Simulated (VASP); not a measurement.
MnO:

```xyz
2
Lattice="0.0000 2.2220 2.2220 2.2220 0.0000 2.2220 2.2220 2.2220 0.0000" Properties=species:S:1:pos:R:3 pbc="T T T"
Mn    0.0000    0.0000    0.0000
O     2.2220    2.2220    2.2220
```

Base run:

| Item | Value |
| --- | --- |
| Program | VASP 6.6.1 |
| Functional | PBE |
| Potentials or basis | VASP PAW PBE potentials, release 64 (Mn_pv, O) |
| Cutoff | 520 eV |
| k mesh | 9 × 9 × 9 |
| Occupations | fermi-dirac, width 0.05 eV |
| Spin | collinear spin, ferromagnetic start |
| Starting moments | [6.0, 0.0] μB |
| Fixed moment | 6 μB |

Its results: pressure 38.3 GPa; site moments Mn +4.64; O +0.76 μB.

Task: The run is repeated on the same cell with these changes: fixed moment from 6 μB to 2 μB; moments at the start from [6.0, 0.0] to [2.0, 0.0]. What comes out?

Result: Pressure -29.3 GPa; site moments Mn +1.99; O -0.02 μB.

Caveats: the total moment is fixed, so each spin has its own Fermi level; a cell with one magnetic atom can't hold antiferromagnetic order, which such compounds often take.
